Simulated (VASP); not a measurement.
# CdTe (x) (F-43m) in VASP: single point with PBEsol

Aim: the single point of CdTe (x) with PBEsol.

Program: VASP 6.6.1. These are calculated values, not measurements. Logs are shortened: lines on timing, memory, paths and dates and some standing lists are left out, and cuts for length are marked.

**1. The cell of the first run**

It takes space group F-43m (No. 216, cubic). The conventional cell has a = 6.481 Å, b = 6.481 Å, c = 6.481 Å, α = 90.00°, β = 90.00°, γ = 90.00°. Within 3.7 Å of Cd (site symmetry -43m) lie 4 Te at 2.81 Å. Within 3.7 Å of Te (site symmetry -43m) lie 4 Cd at 2.81 Å.

**2. Single point, PBEsol**

Contents of INCAR:

```
PREC = Accurate ; ENCUT = 500
EDIFF = 1E-6 ; ISMEAR = 0
SIGMA = 0.01 ; LREAL = False
LASPH = True ; NELM = 120
ALGO = Normal ; ISIF = 2
LWAVE = False ; LCHARG = True
GGA = PS ; LELF = True
LVHAR = True ; NBANDS = 16
GGA_COMPAT = False
```

Contents of KPOINTS:

```
regular mesh
0
Gamma
  6 6 6
```

Contents of POSCAR:

```
CdTe
1.0
    0.0000000000      3.2405000000      3.2405000000
    3.2405000000      0.0000000000      3.2405000000
    3.2405000000      3.2405000000      0.0000000000
Cd Te
1 1
Direct
    0.0000000000      0.0000000000      0.0000000000
    0.2500000000      0.2500000000      0.2500000000
```

Potentials or basis: VASP PAW PBE potentials, release 64 (Cd, Te).

On the command line:

```
cat potpaw_PBE.64/Cd/POTCAR potpaw_PBE.64/Te/POTCAR > POTCAR
mpirun -np 1 vasp_std > vasp.out
```

OUTCAR:

```text
PREC = Accurate
   ENCUT = 500
   EDIFF = 1E-6
   ISMEAR = 0
   LREAL = False
   LASPH = True
   NELM = 120
   ISIF = 2
   GGA = PS

 ion  position               nearest neighbor table
   1  0.000  0.000  0.000-   2 2.81   2 2.81   2 2.81   2 2.81
   2  0.250  0.250  0.250-   1 2.81   1 2.81   1 2.81   1 2.81

  LATTYP: Found a face centered cubic cell.
 ALAT       =     6.4810000000

  Lattice vectors:

 A1 = (   0.0000000000,   3.2405000000,   3.2405000000)
 A2 = (   3.2405000000,   0.0000000000,   3.2405000000)
 A3 = (   3.2405000000,   3.2405000000,   0.0000000000)

Analysis of symmetry for initial positions (statically):
=====================================================================
 Subroutine PRICEL returns:
 Original cell was already a primitive cell.

 Routine SETGRP: Setting up the symmetry group for a
 face centered cubic supercell.

 Subroutine GETGRP returns: Found 24 space group operations
 (whereof 24 operations were pure point group operations)
 out of a pool of 48 trial point group operations.

The static configuration has the point symmetry T_d .

Analysis of symmetry for dynamics (positions and initial velocities):
=====================================================================
 Subroutine PRICEL returns:
 Original cell was already a primitive cell.

 Routine SETGRP: Setting up the symmetry group for a
 face centered cubic supercell.

 Subroutine GETGRP returns: Found 24 space group operations
 (whereof 24 operations were pure point group operations)
 out of a pool of 48 trial point group operations.

The dynamic configuration has the point symmetry T_d .

 Subroutine INISYM returns: Found 24 space group operations
 (whereof 24 operations are pure point group operations),
 and found     1 'primitive' translations

----------------------------------------------------------------------------------------

                                     Primitive cell

  volume of cell :      68.0559

  direct lattice vectors                    reciprocal lattice vectors
     0.000000000  3.240500000  3.240500000    -0.154297176  0.154297176  0.154297176
     3.240500000  0.000000000  3.240500000     0.154297176 -0.154297176  0.154297176
     3.240500000  3.240500000  0.000000000     0.154297176  0.154297176 -0.154297176

  length of vectors
     4.582759049  4.582759049  4.582759049     0.267250549  0.267250549  0.267250549

  position of ions in fractional coordinates (direct lattice)
     0.000000000  0.000000000  0.000000000
     0.250000000  0.250000000  0.250000000

  ion indices of the primitive-cell ions
   primitive index   ion index
                 1           1
                 2           2

----------------------------------------------------------------------------------------

 KPOINTS: regular mesh

Automatic generation of k-mesh.
 Grid dimensions read from file:
 generate k-points for:    6    6    6

 Generating k-lattice:

  Cartesian coordinates                     Fractional coordinates (reciprocal lattice)
    -0.025716196  0.025716196  0.025716196     0.166666667  0.000000000  0.000000000
     0.025716196 -0.025716196  0.025716196     0.000000000  0.166666667  0.000000000
     0.025716196  0.025716196 -0.025716196     0.000000000  0.000000000  0.166666667

  Length of vectors
     0.044541758  0.044541758  0.044541758

  Shift w.r.t. Gamma in fractional coordinates (k-lattice)
     0.000000000  0.000000000  0.000000000

 Subroutine IBZKPT returns following result:
 ===========================================

 Found     16 irreducible k-points:

 Following reciprocal coordinates:
            Coordinates               Weight
  0.000000  0.000000  0.000000      1.000000
  0.166667  0.000000  0.000000      8.000000
  0.333333  0.000000  0.000000      8.000000
  0.500000  0.000000  0.000000      4.000000
  0.166667  0.166667  0.000000      6.000000
  0.333333  0.166667  0.000000     24.000000
[... 8 lines left out ...]
 -0.333333  0.333333  0.166667     24.000000
 -0.333333  0.500000  0.166667     12.000000
   k-points           NKPTS =     16   k-points in BZ     NKDIM =     16   number of bands    NBANDS=     16
   number of dos      NEDOS =    301   number of ions     NIONS =      2
   total plane-waves  NPLWV =  46656
   dimension x,y,z NGX =    36 NGY =   36 NGZ =   36
   dimension x,y,z NGXF=    72 NGYF=   72 NGZF=   72
   ions per type =               1   1
   NGX,Y,Z   is equivalent  to a cutoff of  13.06, 13.06, 13.06 a.u.
   NGXF,Y,Z  is equivalent  to a cutoff of  26.12, 26.12, 26.12 a.u.
 SYSTEM =  unknown system
   PREC   = accura    normal or accurate (medium, high low for compatibility)
   ISTART =      0    job   : 0-new  1-cont  2-samecut
   ICHARG =      2    charge: 1-file 2-atom 10-const
   ISPIN  =      1    spin polarized calculation?
   LNONCOLLINEAR =      F non collinear calculations
   LSORBIT =      F    spin-orbit coupling
   LASPH  =      T    aspherical Exc in radial PAW
   ENCUT  =  500.0 eV  36.75 Ry    6.06 a.u.   8.36  8.36  8.36*2*pi/ulx,y,z
   NELM   =    120;   NELMIN=  2; NELMDL= -5     # of ELM steps
   EDIFF  = 0.1E-05   stopping-criterion for ELM
   LREAL  =      F    real-space projection
   EDIFFG = 0.1E-04   stopping-criterion for IOM
   NSW    =      0    number of steps for IOM
   IBRION =     -1    ionic relax: 0-MD 1-quasi-New 2-CG
   NFREE  =      0    steps in history (QN), initial steepest desc. (CG)
   ISIF   =      2    stress and relaxation
   ISYM   =      2    0-nonsym 1-usesym 2-fastsym
   POTIM  = 0.5000    time-step for ionic-motion
   TEBEG  =    0.0;   TEEND  =   0.0 temperature during run
   PSTRESS=    0.0 pullay stress
   NELECT =      18.0000    total number of electrons
   NUPDOWN=      -1.0000    fix difference up-down
   EMIN   =  10.00;   EMAX   =-10.00  energy-range for DOS
   EFERMI =   0.00;   METHOD = LEGACY
   ISMEAR =     0;   SIGMA  =   0.01  broadening in eV -4-tet -1-fermi 0-gaus
   EFERMI_NEDOS =   21; number of points for ismear=-14 and -15
   IALGO  =     38    algorithm
   IMIX   =      4    mixing-type and parameters
     AMIX     =   0.40;   BMIX     =  1.00
     AMIX_MAG =   1.60;   BMIX_MAG =  1.00
  volume/ion in A,a.u.               =      34.03       229.63
  Fermi-wavevector in a.u.,A,eV,Ry     =   1.050857  1.985832 15.024921  1.104301
  Thomas-Fermi vector in A             =   2.185877
   LORBIT       =      0    0 simple, 1 ext, 2 COOP (PROOUT), +10 PAW based schemes
   GGA     = PS    functional components
   LHFCALC =     F    Hartree Fock is set to
   AEXX    =    0.0000 exact exchange contribution
   IVDW    =     0    specifies the selected vdW correction
   LEPSILON=     F    determine dielectric tensor
   LRPA    =     F    only Hartree local field effects (RPA)
 non-spin polarized calculation
 Gauss-broadening in eV      SIGMA  =   0.01
  energy-cutoff  :      500.00
  volume of cell :       68.06
 maximum number of plane-waves:      1759
 NGX is ok and might be reduce to    36
   NGX = 17   NGY = 17   NGZ = 17

 number of electron      17.9999996 magnetization

 Free energy of the ion-electron system (eV)
  ---------------------------------------------------
  ext. energy  EPLUGINS =         0.00000000
  ---------------------------------------------------
  free energy    TOTEN  =        -5.48310701 eV

  energy without entropy =       -5.48310701  energy(sigma->0) =       -5.48310701

 E-fermi :   2.3280     XC(G=0):  -8.7797

 val. band max:        2.2145829608   @ k =   0.0000   0.0000   0.0000
 cond. band min:       2.8749311015   @ k =   0.0000   0.0000   0.0000
 fundamental gap:      0.6603481408
 Fermi energy:         2.3280400568

 k-point     1 :       0.0000    0.0000    0.0000
  band No.  band energies     occupation
      1      -8.9972      2.00000
      2      -6.0451      2.00000
      3      -6.0451      2.00000
      4      -6.0451      2.00000
      5      -5.7804      2.00000
      6      -5.7804      2.00000
[... 8 lines left out ...]
     15      11.5577      0.00000
     16      11.5577      0.00000

 k-point     2 :       0.1667    0.0000    0.0000
  band No.  band energies     occupation
      1      -8.8955      2.00000
      2      -6.0262      2.00000
      3      -6.0262      2.00000
      4      -5.9633      2.00000
      5      -5.7816      2.00000
      6      -5.7816      2.00000
[... 8 lines left out ...]
     15      10.6333      0.00000
     16      10.6333      0.00000

 k-point     3 :       0.3333    0.0000    0.0000
  band No.  band energies     occupation
      1      -8.6913      2.00000
      2      -5.9936      2.00000
      3      -5.9936      2.00000
      4      -5.7776      2.00000
      5      -5.7776      2.00000
      6      -5.6856      2.00000
[... 8 lines left out ...]
     15      11.0426      0.00000
     16      11.0426      0.00000

 k-point     4 :       0.5000    0.0000    0.0000
  band No.  band energies     occupation
      1      -8.5908      2.00000
      2      -5.9810      2.00000
      3      -5.9810      2.00000
      4      -5.7713      2.00000
      5      -5.7713      2.00000
      6      -5.4340      2.00000
[... 8 lines left out ...]
     15      12.4735      0.00000
     16      12.4735      0.00000

 k-point     5 :       0.1667    0.1667    0.0000
  band No.  band energies     occupation
      1      -8.8619      2.00000
      2      -6.0070      2.00000
      3      -6.0070      2.00000
      4      -5.9647      2.00000
      5      -5.7889      2.00000
      6      -5.7726      2.00000
[... 8 lines left out ...]
     15      11.2852      0.00000
     16      11.7987      0.00000

 k-point     6 :       0.3333    0.1667    0.0000
  band No.  band energies     occupation
      1      -8.6929      2.00000
      2      -5.9817      2.00000
      3      -5.9701      2.00000
      4      -5.8338      2.00000
      5      -5.7667      2.00000
      6      -5.7099      2.00000
[... 8 lines left out ...]
     15      11.8761      0.00000
     16      11.9350      0.00000

 k-point     7 :       0.5000    0.1667    0.0000
  band No.  band energies     occupation
      1      -8.5605      2.00000
      2      -5.9668      2.00000
      3      -5.9544      2.00000
      4      -5.7972      2.00000
      5      -5.7683      2.00000
      6      -5.4101      2.00000
[... 8 lines left out ...]
     15      12.1251      0.00000
     16      12.5662      0.00000

 k-point     8 :      -0.3333    0.1667    0.0000
  band No.  band energies     occupation
      1      -8.5931      2.00000
      2      -5.9686      2.00000
      3      -5.9679      2.00000
      4      -5.7841      2.00000
      5      -5.7831      2.00000
      6      -5.4945      2.00000
[... 8 lines left out ...]
     15      11.2932      0.00000
     16      12.4738      0.00000

 k-point     9 :      -0.1667    0.1667    0.0000
  band No.  band energies     occupation
      1      -8.7599      2.00000
      2      -6.0045      2.00000
      3      -5.9901      2.00000
      4      -5.8361      2.00000
      5      -5.7904      2.00000
      6      -5.7579      2.00000
[... 8 lines left out ...]
     15      11.1128      0.00000
     16      11.8758      0.00000

 k-point    10 :       0.3333    0.3333    0.0000
  band No.  band energies     occupation
      1      -8.5944      2.00000
      2      -5.9241      2.00000
      3      -5.9241      2.00000
      4      -5.8748      2.00000
      5      -5.7570      2.00000
      6      -5.5959      2.00000
[... 8 lines left out ...]
     15      12.4663      0.00000
     16      14.0826      0.00000

 k-point    11 :       0.5000    0.3333    0.0000
  band No.  band energies     occupation
      1      -8.4984      2.00000
      2      -5.9233      2.00000
      3      -5.9025      2.00000
      4      -5.8481      2.00000
      5      -5.7581      2.00000
      6      -5.3448      2.00000
[... 8 lines left out ...]
     15      12.8721      0.00000
     16      13.6402      0.00000

 k-point    12 :      -0.3333    0.3333    0.0000
  band No.  band energies     occupation
      1      -8.4988      2.00000
      2      -5.9430      2.00000
      3      -5.9221      2.00000
      4      -5.8087      2.00000
      5      -5.7757      2.00000
      6      -5.2824      2.00000
[... 8 lines left out ...]
     15      11.1645      0.00000
     16      14.3158      0.00000

 k-point    13 :       0.5000    0.5000    0.0000
  band No.  band energies     occupation
      1      -8.4667      2.00000
      2      -5.8887      2.00000
      3      -5.8788      2.00000
      4      -5.8788      2.00000
      5      -5.7492      2.00000
      6      -5.2976      2.00000
[... 8 lines left out ...]
     15      13.0304      0.00000
     16      13.7312      0.00000

 k-point    14 :       0.5000    0.3333    0.1667
  band No.  band energies     occupation
      1      -8.5620      2.00000
      2      -5.9483      2.00000
      3      -5.9407      2.00000
      4      -5.8232      2.00000
      5      -5.7677      2.00000
      6      -5.4710      2.00000
[... 8 lines left out ...]
     15      12.4223      0.00000
     16      13.5977      0.00000

 k-point    15 :      -0.3333    0.3333    0.1667
  band No.  band energies     occupation
      1      -8.4988      2.00000
      2      -5.9407      2.00000
      3      -5.9258      2.00000
      4      -5.8056      2.00000
      5      -5.7775      2.00000
      6      -5.2815      2.00000
[... 8 lines left out ...]
     15      12.6174      0.00000
     16      13.3900      0.00000

 k-point    16 :      -0.3333    0.5000    0.1667
  band No.  band energies     occupation
      1      -8.4679      2.00000
      2      -5.9125      2.00000
      3      -5.9109      2.00000
      4      -5.8294      2.00000
      5      -5.7675      2.00000
      6      -5.2338      2.00000
[... 8 lines left out ...]
     15      13.2597      0.00000
     16      13.4920      0.00000

------------------------ aborting loop because EDIFF is reached ----------------------------------------

  FORCE on cell =-STRESS in cart. coord.  units (eV):
  Direction    XX          YY          ZZ          XY          YZ          ZX
  --------------------------------------------------------------------------------------
  -------------------------------------------------------------------------------------
  Total        0.1454735      0.1454735      0.1454735      0.0000000     -0.0000000      0.0000000
  in kB        3.4247460      3.4247460      3.4247460      0.0000000     -0.0000000      0.0000000
  external PRESSURE =       3.4247460 kB  Pullay stress =       0.0000000 kB

 VOLUME and BASIS-vectors are now :
 -----------------------------------------------------------------------------
  energy-cutoff  :      500.00
  volume of cell :       68.06
      direct lattice vectors                 reciprocal lattice vectors
     0.000000000  3.240500000  3.240500000    -0.154297176  0.154297176  0.154297176
     3.240500000  0.000000000  3.240500000     0.154297176 -0.154297176  0.154297176
     3.240500000  3.240500000  0.000000000     0.154297176  0.154297176 -0.154297176

 POSITION                                       TOTAL-FORCE (eV/Angst)
 -----------------------------------------------------------------------------------
      0.00000      0.00000      0.00000         0.000000      0.000000     -0.000000
      1.62025      1.62025      1.62025        -0.000000     -0.000000      0.000000
 -----------------------------------------------------------------------------------
    total drift:                                0.000000      0.000000      0.000000

  FREE ENERGIE OF THE ION-ELECTRON SYSTEM (eV)
  ---------------------------------------------------
  free  energy   TOTEN  =        -5.4831070099 eV

  energy  without entropy=       -5.4831070099  energy(sigma->0) =       -5.48310701
```

Wall time 20 s (1 thread of Intel Xeon Platinum 8259CL at 2.50GHz (Skylake/Cascade Lake), shared host); peak memory 0.21 GiB.

Results:

```
Free energy            : -5.4831 eV
Pressure               : 0.3 GPa
Band gap on the k mesh : 0.66 eV, direct
```

Caveat: the PAW data sets were made with another functional, which shifts forces and pressure a little; spin-orbit coupling is left out, which moves the levels of the heavy elements.
